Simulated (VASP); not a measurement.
# BN (P1) in VASP: relaxation of cell and atoms with PBE

Aim: the relaxation of cell and atoms of BN with PBE.

All numbers are computed with VASP 6.6.1; they aren't measurements. Logs are shortened: lines on timing, memory, paths and dates and some standing lists are left out, and cuts for length are marked.

**1. The cell of the first run**

The typed cell holds 8 atoms: a = 2.553 Å, b = 4.392 Å, c = 8.390 Å, α = 100.71°, β = 91.84°, γ = 89.74°.

**2. Relaxation of cell and atoms, PBE**

INCAR reads:

```
SYSTEM = BN
PREC = Accurate
ENCUT = 600
EDIFF = 1E-6
ISMEAR = 0
SIGMA = 0.1
LREAL = .FALSE.
LASPH = .TRUE.
NELM = 100
ALGO = Normal
ISIF = 3
LWAVE = .FALSE.
LCHARG = .FALSE.
GGA = PE
IBRION = 2
NSW = 80
EDIFFG = -0.025
```

KPOINTS reads:

```
Automatic mesh
0
G
  6 4 2
  0 0 0
```

POSCAR reads:

```
BN
1.0
    2.2079058871     -1.2811999546      0.0265211361
   -2.1875518458     -3.8087253648      0.0383704412
    0.5875954097      1.3777890239     -8.2549354945
B N
4 4
Direct
    0.9674156857      1.0252612386      0.9925345534
    0.5019671236      1.0224469346      0.4996729560
    0.4871549100      0.4880060183      0.9809689643
    1.0673351568      0.5107999846      0.4988295438
   -0.0010376362      0.6439989807      1.0053151335
    0.5016220573      0.6096408150      0.5095001976
    0.4863078477      0.2006069662      1.0105443188
   -0.0107651647      0.1641051019      0.4972324326
```

Potentials or basis: VASP PAW PBE potentials, release 64 (B, N).

Command:

```bash
> cat potpaw_PBE.64/B/POTCAR potpaw_PBE.64/N/POTCAR > POTCAR
> mpirun -np 1 vasp_std > vasp.out
```

OUTCAR:

```text
SYSTEM = BN
   PREC = Accurate
   ENCUT = 600
   EDIFF = 1E-6
   ISMEAR = 0
   LREAL = .FALSE.
   LASPH = .TRUE.
   NELM = 100
   ISIF = 3
   GGA = PE
   IBRION = 2
   NSW = 80
   EDIFFG = -0.025

 ion  position               nearest neighbor table
   1  0.967  0.025  0.993-   7 1.44   7 1.52   5 1.70
   2  0.502  0.022  0.500-   8 1.40   8 1.45   6 1.83
   3  0.487  0.488  0.981-   7 1.33   5 1.42   5 1.47
   4  0.067  0.511  0.499-   6 1.19   6 1.51   8 1.53
   5  0.999  0.644  0.005-   3 1.42   3 1.47   1 1.70
   6  0.502  0.610  0.510-   4 1.19   4 1.51   2 1.83
   7  0.486  0.201  0.011-   3 1.33   1 1.44   1 1.52
   8  0.989  0.164  0.497-   2 1.40   2 1.45   4 1.53

  LATTYP: Found a triclinic cell.
 ALAT       =     8.3897277058
 B/A-ratio  =     0.5235459034
 C/A-ratio  =     0.3042823986
 COS(alpha) =     0.0045346606
 COS(beta)  =     0.0320668682
 COS(gamma) =     0.1858766846

  Lattice vectors:

 A1 = (  -0.5875954097,  -1.3777890239,   8.2549354945)
 A2 = (  -2.1875518458,  -3.8087253648,   0.0383704412)
 A3 = (   2.2079058871,  -1.2811999546,   0.0265211361)

Analysis of symmetry for initial positions (statically):
=====================================================================
 Subroutine PRICEL returns:
 Original cell was already a primitive cell.

 Routine SETGRP: Setting up the symmetry group for a
 triclinic supercell.

 Subroutine GETGRP returns: Found  1 space group operations
 (whereof  1 operations were pure point group operations)
 out of a pool of  2 trial point group operations.

The static configuration has the point symmetry C_1 .

Analysis of symmetry for dynamics (positions and initial velocities):
=====================================================================
 Subroutine PRICEL returns:
 Original cell was already a primitive cell.

 Routine SETGRP: Setting up the symmetry group for a
 triclinic supercell.

 Subroutine GETGRP returns: Found  1 space group operations
 (whereof  1 operations were pure point group operations)
 out of a pool of  2 trial point group operations.

The dynamic configuration has the point symmetry C_1 .

 Subroutine INISYM returns: Found  1 space group operations
 (whereof  1 operations are pure point group operations),
 and found     1 'primitive' translations

----------------------------------------------------------------------------------------

                                     Primitive cell

  volume of cell :      92.3881

  direct lattice vectors                    reciprocal lattice vectors
     2.207905887 -1.281199955  0.026521136     0.339739689 -0.195215039 -0.008399297
    -2.187551846 -3.808725365  0.038370441    -0.114080478 -0.197446400 -0.041075142
     0.587595410  1.377789024 -8.254935494     0.000561236 -0.001544946 -0.121357560

  length of vectors
     2.552846470  4.392407571  8.389727706     0.391921569  0.231703698  0.121368691

  position of ions in fractional coordinates (direct lattice)
     0.967415686  0.025261239  0.992534553
     0.501967124  0.022446935  0.499672956
     0.487154910  0.488006018  0.980968964
     0.067335157  0.510799985  0.498829544
     0.998962364  0.643998981  0.005315133
     0.501622057  0.609640815  0.509500198
     0.486307848  0.200606966  0.010544319
     0.989234835  0.164105102  0.497232433

  ion indices of the primitive-cell ions
   primitive index   ion index
                 1           1
                 2           2
                 3           3
                 4           4
                 5           5
                 6           6
                 7           7
                 8           8

----------------------------------------------------------------------------------------

 KPOINTS: Automatic mesh

Automatic generation of k-mesh.
 Grid dimensions read from file:
 generate k-points for:    6    4    2

 Generating k-lattice:

  Cartesian coordinates                     Fractional coordinates (reciprocal lattice)
     0.056623282 -0.032535840 -0.001399883     0.166666667 -0.000000000  0.000000000
    -0.028520120 -0.049361600 -0.010268786     0.000000000  0.250000000 -0.000000000
     0.000280618 -0.000772473 -0.060678780     0.000000000  0.000000000  0.500000000

  Length of vectors
     0.065320261  0.057925924  0.060684346

  Shift w.r.t. Gamma in fractional coordinates (k-lattice)
     0.000000000  0.000000000  0.000000000

 Subroutine IBZKPT returns following result:
 ===========================================

 Found     28 irreducible k-points:

 Following reciprocal coordinates:
            Coordinates               Weight
  0.000000  0.000000  0.000000      1.000000
  0.166667  0.000000  0.000000      2.000000
  0.333333 -0.000000  0.000000      2.000000
  0.500000 -0.000000 -0.000000      1.000000
  0.000000  0.250000  0.000000      2.000000
  0.166667  0.250000  0.000000      2.000000
[... 16 lines left out ...]
 -0.333333  0.250000  0.500000      2.000000
 -0.166667  0.250000  0.500000      2.000000
 [... further k-points ...]
   k-points           NKPTS =     28   k-points in BZ     NKDIM =     28   number of bands    NBANDS=     21
   number of dos      NEDOS =    301   number of ions     NIONS =      8
   total plane-waves  NPLWV =  50400
   dimension x,y,z NGX =    20 NGY =   36 NGZ =   70
   dimension x,y,z NGXF=    40 NGYF=   72 NGZF=  140
   ions per type =               4   4
   NGX,Y,Z   is equivalent  to a cutoff of  13.02, 13.63, 13.87 a.u.
   NGXF,Y,Z  is equivalent  to a cutoff of  26.05, 27.25, 27.74 a.u.
 SYSTEM =  BN
   PREC   = accura    normal or accurate (medium, high low for compatibility)
   ISTART =      0    job   : 0-new  1-cont  2-samecut
   ICHARG =      2    charge: 1-file 2-atom 10-const
   ISPIN  =      1    spin polarized calculation?
   LNONCOLLINEAR =      F non collinear calculations
   LSORBIT =      F    spin-orbit coupling
   LASPH  =      T    aspherical Exc in radial PAW
   ENCUT  =  600.0 eV  44.10 Ry    6.64 a.u.   5.10  8.77 16.76*2*pi/ulx,y,z
   NELM   =    100;   NELMIN=  2; NELMDL= -5     # of ELM steps
   EDIFF  = 0.1E-05   stopping-criterion for ELM
   LREAL  =      F    real-space projection
   EDIFFG = -.3E-01   stopping-criterion for IOM
   NSW    =     80    number of steps for IOM
   IBRION =      2    ionic relax: 0-MD 1-quasi-New 2-CG
   NFREE  =      1    steps in history (QN), initial steepest desc. (CG)
   ISIF   =      3    stress and relaxation
   ISYM   =      2    0-nonsym 1-usesym 2-fastsym
   POTIM  = 0.5000    time-step for ionic-motion
   TEBEG  =    0.0;   TEEND  =   0.0 temperature during run
   PSTRESS=    0.0 pullay stress
   NELECT =      32.0000    total number of electrons
   NUPDOWN=      -1.0000    fix difference up-down
   EMIN   =  10.00;   EMAX   =-10.00  energy-range for DOS
   EFERMI =   0.00;   METHOD = LEGACY
   ISMEAR =     0;   SIGMA  =   0.10  broadening in eV -4-tet -1-fermi 0-gaus
   EFERMI_NEDOS =   21; number of points for ismear=-14 and -15
   IALGO  =     38    algorithm
   IMIX   =      4    mixing-type and parameters
     AMIX     =   0.40;   BMIX     =  1.00
     AMIX_MAG =   1.60;   BMIX_MAG =  1.00
  volume/ion in A,a.u.               =      11.55        77.93
  Fermi-wavevector in a.u.,A,eV,Ry     =   1.149704  2.172626 17.984447  1.321820
  Thomas-Fermi vector in A             =   2.286372
   LORBIT       =      0    0 simple, 1 ext, 2 COOP (PROOUT), +10 PAW based schemes
   GGA     = PE    functional components
   LHFCALC =     F    Hartree Fock is set to
   AEXX    =    0.0000 exact exchange contribution
   IVDW    =     0    specifies the selected vdW correction
   LEPSILON=     F    determine dielectric tensor
   LRPA    =     F    only Hartree local field effects (RPA)
 conjugate gradient relaxation of ions
 non-spin polarized calculation
 Gauss-broadening in eV      SIGMA  =   0.10
  energy-cutoff  :      600.00
  volume of cell :       92.39
 maximum number of plane-waves:      3106
   NGX = 11   NGY = 17   NGZ = 33

--------------------------------------- Ionic step        1  -------------------------------------------

 number of electron      32.0000001 magnetization

 Free energy of the ion-electron system (eV)
  ---------------------------------------------------
  ext. energy  EPLUGINS =         0.00000000
  ---------------------------------------------------
  free energy    TOTEN  =       -65.65892714 eV

  energy without entropy =      -65.65892714  energy(sigma->0) =      -65.65892714

------------------------ aborting loop because EDIFF is reached ----------------------------------------

  FORCE on cell =-STRESS in cart. coord.  units (eV):
  Direction    XX          YY          ZZ          XY          YZ          ZX
  --------------------------------------------------------------------------------------
  -------------------------------------------------------------------------------------
  Total        4.5148170      7.6406951     -0.7820944     -3.2533385      0.3303127     -0.5600630
  in kB       78.2950926    132.5034727    -13.5629319    -56.4187736      5.7282196     -9.7125052
  external PRESSURE =      65.7452111 kB  Pullay stress =       0.0000000 kB
[... 107 lines left out ...]
  FREE ENERGIE OF THE ION-ELECTRON SYSTEM (eV)
  ---------------------------------------------------
  free  energy   TOTEN  =       -67.5510859403 eV

  energy  without entropy=      -67.5510859403  energy(sigma->0) =      -67.55108594

[... ionic steps 4 to 24 ...]

--------------------------------------- Ionic step       25  -------------------------------------------

 number of electron      31.9999997 magnetization

------------------------ aborting loop because EDIFF is reached ----------------------------------------

  FORCE on cell =-STRESS in cart. coord.  units (eV):
  Direction    XX          YY          ZZ          XY          YZ          ZX
  --------------------------------------------------------------------------------------
  -------------------------------------------------------------------------------------
  Total        0.0406209     -0.0033174     -0.0710967     -0.0225139      0.0032634     -0.0067260
  in kB        0.7282937     -0.0594775     -1.2746953     -0.4036517      0.0585101     -0.1205914
  external PRESSURE =      -0.2019597 kB  Pullay stress =       0.0000000 kB
[... 69 lines left out ...]
  energy  without entropy=      -70.4291299673  energy(sigma->0) =      -70.42912997

--------------------------------------- Ionic step       27  -------------------------------------------

 number of electron      31.9999997 magnetization

 Free energy of the ion-electron system (eV)
  ---------------------------------------------------
  ext. energy  EPLUGINS =         0.00000000
  ---------------------------------------------------
  free energy    TOTEN  =       -70.42913260 eV

  energy without entropy =      -70.42913260  energy(sigma->0) =      -70.42913260

 E-fermi :   1.2039     XC(G=0):  -8.7096

 val. band max:        0.7504250295   @ k =   0.3333  -0.0000   0.5000
 cond. band min:       5.1736089092   @ k =   0.0000   0.0000   0.0000
 fundamental gap:      4.4231838796
 Fermi energy:         1.2039168540

 k-point     1 :       0.0000    0.0000    0.0000
  band No.  band energies     occupation
      1     -16.9014      2.00000
      2     -16.8518      2.00000
      3     -13.8241      2.00000
      4     -13.8139      2.00000
      5      -8.1264      2.00000
      6      -8.1041      2.00000
[... 550 lines left out ...]
      5      -6.7563      2.00000
      6      -6.7514      2.00000
[... 13 lines left out ...]
     20       7.8090      0.00000
     21      10.2010      0.00000

 [... further k-points ...]
[... 5 lines left out ...]
  --------------------------------------------------------------------------------------
  -------------------------------------------------------------------------------------
  Total        0.0238482      0.0244157     -0.0646604     -0.0018403      0.0031735     -0.0069043
  in kB        0.4277364      0.4379155     -1.1597357     -0.0330072      0.0569197     -0.1238345
  external PRESSURE =      -0.0980279 kB  Pullay stress =       0.0000000 kB
[... 23 lines left out ...]
  FREE ENERGIE OF THE ION-ELECTRON SYSTEM (eV)
  ---------------------------------------------------
  free  energy   TOTEN  =       -70.4291325982 eV

  energy  without entropy=      -70.4291325982  energy(sigma->0) =      -70.42913260

 reached required accuracy - stopping structural energy minimisation
```

It took 8.3 min on 1 thread of AMD EPYC 9R45 (Zen 5), shared host; peak memory 0.2 GiB.

What came out:

```yaml
Free_energy: -70.4291 eV
Relaxed_volume: 11.17 Å³/atom
Relaxed_cell: a = 2.512 Å, b = 4.351 Å, c = 8.318 Å, α = 100.54°, β = 91.77°, γ = 90.00°
Space_group_after_relaxing_to_0.05_Å: P1 (No. 1)
Energy_gained_by_relaxing: 596.3 meV/atom
Ionic_steps: 27
Pressure_after_relaxing: 0.0 GPa
Largest_force_after_relaxing: 0.020 eV/Å
Band_gap_on_the_k_mesh: 4.42 eV, indirect (least direct gap 4.60 eV)
```

Forces on the atoms (eV/Å):
```
B    0.001  0.004  0.009
B   -0.007  0.015  0.007
B    0.001 -0.002 -0.005
B    0.003 -0.014 -0.006
N    0.002 -0.002 -0.001
N   -0.013 -0.014  0.004
N   -0.001  0.001 -0.007
N    0.015  0.013 -0.001
```

Stress tensor (GPa, compression positive):
```
 0.04  0.00 -0.01
 0.00  0.04  0.01
-0.01  0.01 -0.12
```

Step by step:
| step | energy change (eV) | largest force (eV/Å) | pressure (GPa) | volume (Å³) |
| --- | --- | --- | --- | --- |
| 1 | 0.0000 | 18.1032 | 6.57 | 92.39 |
| 2 | 3.9651 | 11.5089 | 2.72 | 98.77 |
| 3 | -1.8922 | 14.5727 | -4.05 | 94.56 |
| 4 | -2.4727 | 12.8084 | -5.53 | 94.13 |
| 5 | -2.8700 | 8.0491 | -5.50 | 93.26 |
| 6 | -2.9120 | 9.3762 | -6.13 | 93.52 |
| 7 | 2.5420 | 36.6523 | 22.82 | 89.92 |
| 8 | -4.3084 | 4.0894 | -6.31 | 92.05 |
| 9 | -4.3213 | 3.6876 | -6.82 | 92.20 |
| 10 | -4.3064 | 5.4614 | 9.30 | 87.28 |
| 11 | -4.7033 | 0.8864 | 0.12 | 89.65 |
| 12 | -4.7338 | 1.0329 | 0.73 | 89.44 |
| 13 | -4.7426 | 0.5558 | 0.49 | 89.51 |
| 14 | -4.7592 | 0.3339 | -0.33 | 89.72 |
| 15 | -4.7592 | 0.3347 | -0.33 | 89.72 |
| 16 | -4.7635 | 0.3738 | -0.10 | 89.61 |
| 17 | -4.7638 | 0.2695 | -0.15 | 89.64 |
| 18 | -4.7670 | 0.1156 | 0.13 | 89.51 |
| 19 | -4.7672 | 0.1235 | 0.21 | 89.47 |
| 20 | -4.7685 | 0.1137 | -0.14 | 89.53 |
| 21 | -4.7685 | 0.1255 | -0.16 | 89.54 |
| 22 | -4.7696 | 0.0772 | -0.19 | 89.49 |
| 23 | -4.7697 | 0.1219 | -0.20 | 89.47 |
| 24 | -4.7700 | 0.1035 | 0.09 | 89.30 |
| 25 | -4.7701 | 0.0403 | -0.02 | 89.36 |
| 26 | -4.7702 | 0.0275 | -0.01 | 89.32 |
| 27 | -4.7702 | 0.0199 | -0.01 | 89.33 |

Final structure:
```xyz
8
Lattice="2.1753 -1.2556 0.0260 -2.1754 -3.7679 0.0321 0.5809 1.3521 -8.1872" Properties=species:S:1:pos:R:3 pbc="T T T"
B     2.7088    0.0885   -8.1406
B    -0.7495   -3.7123   -4.0591
B     0.5333   -1.1674   -8.1368
B    -0.7499   -1.2000   -4.0874
N     1.2585   -2.4230   -8.1187
N    -0.0245   -2.4556   -4.0694
N     1.2588    0.0886   -8.1472
N    -0.0245    0.0555   -4.0982
```
